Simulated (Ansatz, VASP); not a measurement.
## Two plane-wave programs on Ba2SeO

The input POSCAR:

```
Ba2SeO
1.0
    4.4010517887      0.0000000000      0.0000000000
    0.0000000000      4.4010517887      0.0000000000
    0.0000000000      0.0000000000      6.2351468621
O Ba Se
1 2 1
Direct
    0.0000000000      0.0000000000      0.0000000000
    0.0000000000      0.0000000000      0.5000000000
    0.5000000000      0.5000000000      0.0000000000
    0.5000000000      0.5000000000      0.5000000000
```

File INCAR.step1:

```
SYSTEM = Ba2SeO
ALGO = Normal ; EDIFF = 1E-4
ENCUT = 520 ; GGA = PE
ISMEAR = 0 ; LASPH = .TRUE.
LCHARG = .FALSE. ; LREAL = .FALSE.
LWAVE = .TRUE. ; NBANDS = 24
NELM = 100 ; PREC = Accurate
SIGMA = 0.01
```

INCAR.step2

```
SYSTEM = Ba2SeO
ALGO = Normal ; EDIFF = 1E-7
ENCUT = 520 ; ISIF = 2
ISMEAR = 0 ; ISTART = 1
LASPH = .TRUE. ; LCHARG = .FALSE.
LMIXTAU = .TRUE. ; LREAL = .FALSE.
LWAVE = .FALSE. ; METAGGA = R2SCAN
NBANDS = 24 ; NELM = 100
PREC = Accurate ; SIGMA = 0.01
```

Contents of KPOINTS:

```
k-points
0
G
  6 6 4
  0 0 0
```

Input for Ansatz:

```yaml
crystal:
  lattice:
    - [4.4010517887, 0.0, 0.0]
    - [0.0, 4.4010517887, 0.0]
    - [0.0, 0.0, 6.2351468621]
  atoms:
    - { symbol: O, position: [0.0, 0.0, 0.0] }
    - { symbol: Ba, position: [0.0, 0.0, 0.5] }
    - { symbol: Se, position: [0.5, 0.5, 0.5] }
    - { symbol: Ba, position: [0.5, 0.5, 0.0] }
kpoints:
  mp_grid: { grid: [6, 6, 4] }
hamiltonian:
  xc: r2scan
scf:
  occupations: { method: fixed }
  n_extra_bands: 5
output:
  forces: true
  stress: true
  eigenvalues: true
```

Alike in both runs: task single point; functional r2SCAN; k mesh 6 × 6 × 4; no spin polarisation.

```csv
,VASP,Ansatz
version,VASP 6.6.1,Ansatz 0.2.0
potentials or method,"VASP PAW PBE potentials, release 64 (O, Ba_sv, Se)","plane waves, PAW"
plane-wave cutoff (eV),520,500
occupations,"gaussian, width 0.01 eV",fixed
valence electrons in the cell,32,42
```

```csv
,VASP,Ansatz,Ansatz less VASP
gap on the k mesh at the Fermi level (eV),1.75,1.81,+0.059
pressure (GPa),0.7,0.0,-0.70
```

VASP's potentials were made for PBE, not for r2SCAN. VASP's potentials hold 32 valence electrons a cell and Ansatz's 42, so a difference there can come from the potentials and not from the codes.

Spin-orbit coupling is off throughout.
